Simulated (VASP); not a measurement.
# BeTe (F-43m) in VASP: further runs

The runs below take BeTe through electric field gradients, with PBE.

Everything below comes from runs of VASP 6.6.1. Logs are shortened: lines on timing, memory, paths and dates and some standing lists are left out, and cuts for length are marked.

## Step 1: The cell of the first run

The structure is cubic, space group F-43m (No. 216). The conventional cell has a = 5.446 Å, b = 5.446 Å, c = 5.446 Å, α = 90.00°, β = 90.00°, γ = 90.00°. Within 3.1 Å of Be (site symmetry -43m) lie 4 Te at 2.36 Å. Within 3.1 Å of Te (site symmetry -43m) lie 4 Be at 2.36 Å.

## Step 2: Electric field gradients, PBE (volume scaled by 0.95)

INCAR

```
PREC = Accurate
ENCUT = 520
EDIFF = 1E-8
ISMEAR = -1
SIGMA = 0.05
LREAL = False
LASPH = True
NELM = 100
ALGO = Normal
ISIF = 2
LWAVE = False
LCHARG = False
GGA = PE
LEFG = True
NBANDS = 11
```

KPOINTS

```
regular mesh
0
Gamma
  11 11 11
```

POSCAR

```
BeTe
1.0
    0.0000000000      2.7230417758      2.7230417758
    2.7230417758      0.0000000000      2.7230417758
    2.7230417758      2.7230417758      0.0000000000
Be Te
1 1
Direct
    0.0000000000      0.0000000000      0.0000000000
    0.7500000000      0.7500000000      0.7500000000
```

Potentials or basis: VASP PAW PBE potentials, release 64 (Be, Te).

Run with:

```console
$ cat potpaw_PBE.64/Be/POTCAR potpaw_PBE.64/Te/POTCAR > POTCAR
$ mpirun -np 1 vasp_std > vasp.out
```

OUTCAR:

```text
PREC = Accurate
   ENCUT = 520
   EDIFF = 1E-8
   ISMEAR = -1
   LREAL = False
   LASPH = True
   NELM = 100
   ISIF = 2
   GGA = PE

 ion  position               nearest neighbor table
   1  0.000  0.000  0.000-   2 2.36   2 2.36   2 2.36   2 2.36
   2  0.750  0.750  0.750-   1 2.36   1 2.36   1 2.36   1 2.36

  LATTYP: Found a face centered cubic cell.
 ALAT       =     5.4460835516

  Lattice vectors:

 A1 = (   0.0000000000,   2.7230417758,   2.7230417758)
 A2 = (   2.7230417758,   0.0000000000,   2.7230417758)
 A3 = (   2.7230417758,   2.7230417758,   0.0000000000)

Analysis of symmetry for initial positions (statically):
=====================================================================
 Subroutine PRICEL returns:
 Original cell was already a primitive cell.

 Routine SETGRP: Setting up the symmetry group for a
 face centered cubic supercell.

 Subroutine GETGRP returns: Found 24 space group operations
 (whereof 24 operations were pure point group operations)
 out of a pool of 48 trial point group operations.

The static configuration has the point symmetry T_d .

Analysis of symmetry for dynamics (positions and initial velocities):
=====================================================================
 Subroutine PRICEL returns:
 Original cell was already a primitive cell.

 Routine SETGRP: Setting up the symmetry group for a
 face centered cubic supercell.

 Subroutine GETGRP returns: Found 24 space group operations
 (whereof 24 operations were pure point group operations)
 out of a pool of 48 trial point group operations.

The dynamic configuration has the point symmetry T_d .

 Subroutine INISYM returns: Found 24 space group operations
 (whereof 24 operations are pure point group operations),
 and found     1 'primitive' translations

----------------------------------------------------------------------------------------

                                     Primitive cell

  volume of cell :      40.3825

  direct lattice vectors                    reciprocal lattice vectors
     0.000000000  2.723041776  2.723041776    -0.183618189  0.183618189  0.183618189
     2.723041776  0.000000000  2.723041776     0.183618189 -0.183618189  0.183618189
     2.723041776  2.723041776  0.000000000     0.183618189  0.183618189 -0.183618189

  length of vectors
     3.850962610  3.850962610  3.850962610     0.318036033  0.318036033  0.318036033

  position of ions in fractional coordinates (direct lattice)
     0.000000000  0.000000000  0.000000000
     0.750000000  0.750000000  0.750000000

  ion indices of the primitive-cell ions
   primitive index   ion index
                 1           1
                 2           2

----------------------------------------------------------------------------------------

 KPOINTS: regular mesh

Automatic generation of k-mesh.
 Grid dimensions read from file:
 generate k-points for:   11   11   11

 Generating k-lattice:

  Cartesian coordinates                     Fractional coordinates (reciprocal lattice)
    -0.016692563  0.016692563  0.016692563     0.090909091  0.000000000  0.000000000
     0.016692563 -0.016692563  0.016692563     0.000000000  0.090909091  0.000000000
     0.016692563  0.016692563 -0.016692563     0.000000000  0.000000000  0.090909091

  Length of vectors
     0.028912367  0.028912367  0.028912367

  Shift w.r.t. Gamma in fractional coordinates (k-lattice)
     0.000000000  0.000000000  0.000000000

 Subroutine IBZKPT returns following result:
 ===========================================

 Found     56 irreducible k-points:

 Following reciprocal coordinates:
            Coordinates               Weight
  0.000000  0.000000  0.000000      1.000000
  0.090909  0.000000  0.000000      8.000000
  0.181818  0.000000  0.000000      8.000000
  0.272727  0.000000  0.000000      8.000000
  0.363636  0.000000  0.000000      8.000000
  0.454545  0.000000  0.000000      8.000000
[... 16 lines left out ...]
 -0.272727  0.181818  0.000000     24.000000
 -0.181818  0.181818  0.000000     12.000000
 [... further k-points ...]
   k-points           NKPTS =     56   k-points in BZ     NKDIM =     56   number of bands    NBANDS=     11
   number of dos      NEDOS =    301   number of ions     NIONS =      2
   total plane-waves  NPLWV =  27000
   dimension x,y,z NGX =    30 NGY =   30 NGZ =   30
   dimension x,y,z NGXF=    60 NGYF=   60 NGZF=   60
   ions per type =               1   1
   NGX,Y,Z   is equivalent  to a cutoff of  12.95, 12.95, 12.95 a.u.
   NGXF,Y,Z  is equivalent  to a cutoff of  25.90, 25.90, 25.90 a.u.
 SYSTEM =  unknown system
   PREC   = accura    normal or accurate (medium, high low for compatibility)
   ISTART =      0    job   : 0-new  1-cont  2-samecut
   ICHARG =      2    charge: 1-file 2-atom 10-const
   ISPIN  =      1    spin polarized calculation?
   LNONCOLLINEAR =      F non collinear calculations
   LSORBIT =      F    spin-orbit coupling
   LASPH  =      T    aspherical Exc in radial PAW
   ENCUT  =  520.0 eV  38.22 Ry    6.18 a.u.   7.16  7.16  7.16*2*pi/ulx,y,z
   NELM   =    100;   NELMIN=  2; NELMDL= -5     # of ELM steps
   EDIFF  = 0.1E-07   stopping-criterion for ELM
   LREAL  =      F    real-space projection
   EDIFFG = 0.1E-06   stopping-criterion for IOM
   NSW    =      0    number of steps for IOM
   IBRION =     -1    ionic relax: 0-MD 1-quasi-New 2-CG
   NFREE  =      0    steps in history (QN), initial steepest desc. (CG)
   ISIF   =      2    stress and relaxation
   ISYM   =      2    0-nonsym 1-usesym 2-fastsym
   POTIM  = 0.5000    time-step for ionic-motion
   TEBEG  =    0.0;   TEEND  =   0.0 temperature during run
   PSTRESS=    0.0 pullay stress
   NELECT =       8.0000    total number of electrons
   NUPDOWN=      -1.0000    fix difference up-down
   EMIN   =  10.00;   EMAX   =-10.00  energy-range for DOS
   EFERMI =   0.00;   METHOD = LEGACY
   ISMEAR =    -1;   SIGMA  =   0.05  broadening in eV -4-tet -1-fermi 0-gaus
   EFERMI_NEDOS =   21; number of points for ismear=-14 and -15
   IALGO  =     38    algorithm
   IMIX   =      4    mixing-type and parameters
     AMIX     =   0.40;   BMIX     =  1.00
     AMIX_MAG =   1.60;   BMIX_MAG =  1.00
  volume/ion in A,a.u.               =      20.19       136.26
  Fermi-wavevector in a.u.,A,eV,Ry     =   0.954349  1.803458 12.391940  0.910782
  Thomas-Fermi vector in A             =   2.083087
   LORBIT       =      0    0 simple, 1 ext, 2 COOP (PROOUT), +10 PAW based schemes
   GGA     = PE    functional components
   LHFCALC =     F    Hartree Fock is set to
   AEXX    =    0.0000 exact exchange contribution
   IVDW    =     0    specifies the selected vdW correction
   LEPSILON=     F    determine dielectric tensor
   LRPA    =     F    only Hartree local field effects (RPA)
 non-spin polarized calculation
  energy-cutoff  :      520.00
  volume of cell :       40.38
 maximum number of plane-waves:      1105
 NGX is ok and might be reduce to    30
   NGX = 15   NGY = 15   NGZ = 15

 number of electron       8.0000000 magnetization

 Free energy of the ion-electron system (eV)
  ---------------------------------------------------
  ext. energy  EPLUGINS =         0.00000000
  ---------------------------------------------------
  free energy    TOTEN  =        -7.49997072 eV

  energy without entropy =       -7.49997072  energy(sigma->0) =       -7.49997072

 E-fermi :   7.1445     XC(G=0):  -9.4677

 val. band max:        6.2863143158   @ k =   0.0000   0.0000   0.0000
 cond. band min:       8.0210980672   @ k =   0.4545   0.4545   0.0000
 fundamental gap:      1.7347837514
 Fermi energy:         7.1444908369

 k-point     1 :       0.0000    0.0000    0.0000
  band No.  band energies     occupation
      1      -6.7241      2.00000
      2       6.2863      2.00000
      3       6.2863      2.00000
      4       6.2863      2.00000
      5       9.7946      0.00000
      6       9.7946      0.00000
      7       9.7946      0.00000
      8      10.8777      0.00000
      9      14.7368      0.00000
     10      16.7397      0.00000
     11      16.7397      0.00000
[... 309 lines left out ...]
 k-point    24 :      -0.1818    0.1818    0.0000
  band No.  band energies     occupation
      1      -5.8316      2.00000
      2       2.5086      2.00000
      3       3.7630      2.00000
      4       5.5536      2.00000
      5      10.4960      0.00000
      6      10.8925      0.00000
      7      11.5985      0.00000
      8      12.8365      0.00000
      9      14.3294      0.00000
     10      16.7695      0.00000
     11      17.5945      0.00000

 [... further k-points ...]

------------------------ aborting loop because EDIFF is reached ----------------------------------------

  FORCE on cell =-STRESS in cart. coord.  units (eV):
  Direction    XX          YY          ZZ          XY          YZ          ZX
  --------------------------------------------------------------------------------------
  -------------------------------------------------------------------------------------
  Total        2.1697250      2.1697250      2.1697250     -0.0000000     -0.0000000     -0.0000000
  in kB       86.0839855     86.0839855     86.0839855     -0.0000000     -0.0000000     -0.0000000
  external PRESSURE =      86.0839855 kB  Pullay stress =       0.0000000 kB

 VOLUME and BASIS-vectors are now :
 -----------------------------------------------------------------------------
  energy-cutoff  :      520.00
  volume of cell :       40.38
      direct lattice vectors                 reciprocal lattice vectors
     0.000000000  2.723041776  2.723041776    -0.183618189  0.183618189  0.183618189
     2.723041776  0.000000000  2.723041776     0.183618189 -0.183618189  0.183618189
     2.723041776  2.723041776  0.000000000     0.183618189  0.183618189 -0.183618189

 POSITION                                       TOTAL-FORCE (eV/Angst)
 -----------------------------------------------------------------------------------
      0.00000      0.00000      0.00000        -0.000000     -0.000000     -0.000000
      4.08456      4.08456      4.08456         0.000000      0.000000      0.000000
 -----------------------------------------------------------------------------------
    total drift:                               -0.000000     -0.000000     -0.000000

  FREE ENERGIE OF THE ION-ELECTRON SYSTEM (eV)
  ---------------------------------------------------
  free  energy   TOTEN  =        -7.4999707248 eV

  energy  without entropy=       -7.4999707243  energy(sigma->0) =       -7.49997072

 Electric field gradients (V/A^2)
---------------------------------------------------------------------
 ion       V_xx      V_yy      V_zz      V_xy      V_xz      V_yz
---------------------------------------------------------------------
   1      -0.000     0.000     0.000     0.000     0.000     0.000
   2      -0.000     0.000    -0.000    -0.000    -0.000    -0.000
---------------------------------------------------------------------

 Electric field gradients after diagonalization (V/A^2)
 (convention: |V_zz| > |V_xx| > |V_yy|)
----------------------------------------------------------------------
 ion       V_xx      V_yy      V_zz     asymmetry (V_yy - V_xx)/ V_zz
----------------------------------------------------------------------
   1      -0.000    -0.000     0.000       0.000
   2       0.000     0.000    -0.000       0.000
----------------------------------------------------------------------

           NMR quadrupolar parameters

 Cq : quadrupolar parameter    Cq=e*Q*V_zz/h
 eta: asymmetry parameters     (V_yy - V_xx)/ V_zz
 Q  : nuclear electric quadrupole moment in mb (millibarn)
----------------------------------------------------------------------
 ion       Cq(MHz)       eta       Q (mb)
----------------------------------------------------------------------
   1       0.000       0.000       1.000
   2      -0.000       0.000       1.000
----------------------------------------------------------------------
```

Wall time 52 s (1 thread of AMD EPYC 7R13, shared host); peak memory 0.15 GiB.

Results:

* Free energy: -7.5000 eV
* Pressure: 8.6 GPa
* Band gap on the k mesh: 1.73 eV, indirect (least direct gap 3.51 eV)

Levels at points of the mesh, in eV from the valence-band top:
```
           k point  band 1  band 2  band 3  band 4  band 5  band 6  band 7  band 8
(0.00, 0.00, 0.00)  -13.01    0.00    0.00    0.00    3.51    3.51    3.51    4.59
```

Caveat: without QUAD_EFG the Cq values of the log hold for a quadrupole moment of 1 mb, not for the nuclei; spin-orbit coupling is left out, which moves the levels of the heavy elements. A k mesh can miss the band edges.

## Step 3: Electric field gradients, PBE (volume scaled by 0.975)

INCAR

```
PREC = Accurate ; ENCUT = 520
EDIFF = 1E-8 ; ISMEAR = -1
SIGMA = 0.05 ; LREAL = False
LASPH = True ; NELM = 60
ALGO = Normal ; ISIF = 2
LWAVE = False ; LCHARG = False
GGA = PE ; LEFG = True
NBANDS = 11
```

KPOINTS is that of step 2.

POSCAR

```
BeTe
1.0
    0.0000000000      2.7467215885      2.7467215885
    2.7467215885      0.0000000000      2.7467215885
    2.7467215885      2.7467215885      0.0000000000
Be Te
1 1
Direct
    0.0000000000      0.0000000000      0.0000000000
    0.7500000000      0.7500000000      0.7500000000
```

Potentials or basis: VASP PAW PBE potentials, release 64 (Be, Te).

Run with:

```console
$ cat potpaw_PBE.64/Be/POTCAR potpaw_PBE.64/Te/POTCAR > POTCAR
$ mpirun -np 1 vasp_std > vasp.out
```

OUTCAR:

```text
PREC = Accurate
   ENCUT = 520
   EDIFF = 1E-8
   ISMEAR = -1
   LREAL = False
   LASPH = True
   NELM = 60
   ISIF = 2
   GGA = PE

 ion  position               nearest neighbor table
   1  0.000  0.000  0.000-   2 2.38   2 2.38   2 2.38   2 2.38
   2  0.750  0.750  0.750-   1 2.38   1 2.38   1 2.38   1 2.38

  LATTYP: Found a face centered cubic cell.
 ALAT       =     5.4934431770

  Lattice vectors:

 A1 = (   0.0000000000,   2.7467215885,   2.7467215885)
 A2 = (   2.7467215885,   0.0000000000,   2.7467215885)
 A3 = (   2.7467215885,   2.7467215885,   0.0000000000)

Analysis of symmetry for initial positions (statically):
=====================================================================
 Subroutine PRICEL returns:
 Original cell was already a primitive cell.

 Routine SETGRP: Setting up the symmetry group for a
 face centered cubic supercell.

 Subroutine GETGRP returns: Found 24 space group operations
[... 523 lines left out ...]
  volume of cell :       41.45
      direct lattice vectors                 reciprocal lattice vectors
     0.000000000  2.746721588  2.746721588    -0.182035195  0.182035195  0.182035195
     2.746721588  0.000000000  2.746721588     0.182035195 -0.182035195  0.182035195
     2.746721588  2.746721588  0.000000000     0.182035195  0.182035195 -0.182035195

 POSITION                                       TOTAL-FORCE (eV/Angst)
 -----------------------------------------------------------------------------------
      0.00000      0.00000      0.00000        -0.000000     -0.000000     -0.000000
      4.12008      4.12008      4.12008         0.000000      0.000000      0.000000
 -----------------------------------------------------------------------------------
    total drift:                               -0.000000     -0.000000     -0.000000

  FREE ENERGIE OF THE ION-ELECTRON SYSTEM (eV)
  ---------------------------------------------------
  free  energy   TOTEN  =        -7.5496184831 eV

  energy  without entropy=       -7.5496184829  energy(sigma->0) =       -7.54961848

 Electric field gradients (V/A^2)
---------------------------------------------------------------------
 ion       V_xx      V_yy      V_zz      V_xy      V_xz      V_yz
---------------------------------------------------------------------
   1       0.000    -0.000    -0.000     0.000     0.000     0.000
   2       0.000    -0.000    -0.000    -0.000    -0.000    -0.000
---------------------------------------------------------------------

 Electric field gradients after diagonalization (V/A^2)
 (convention: |V_zz| > |V_xx| > |V_yy|)
----------------------------------------------------------------------
 ion       V_xx      V_yy      V_zz     asymmetry (V_yy - V_xx)/ V_zz
----------------------------------------------------------------------
   1      -0.000    -0.000     0.000       0.000
   2       0.000     0.000    -0.000       0.000
----------------------------------------------------------------------

           NMR quadrupolar parameters

 Cq : quadrupolar parameter    Cq=e*Q*V_zz/h
 eta: asymmetry parameters     (V_yy - V_xx)/ V_zz
 Q  : nuclear electric quadrupole moment in mb (millibarn)
----------------------------------------------------------------------
 ion       Cq(MHz)       eta       Q (mb)
----------------------------------------------------------------------
   1       0.000       0.000       1.000
   2      -0.000       0.000       1.000
----------------------------------------------------------------------
```

Run time: 48 s. Hardware: 1 thread of AMD EPYC 7R13, shared host; peak memory 0.15 GiB.

Results:

```
Free energy            : -7.5496 eV
Pressure               : 6.4 GPa
Band gap on the k mesh : 1.81 eV, indirect (least direct gap 3.54 eV)
```

Caveat: without QUAD_EFG the Cq values of the log hold for a quadrupole moment of 1 mb, not for the nuclei; spin-orbit coupling is left out, which moves the levels of the heavy elements.
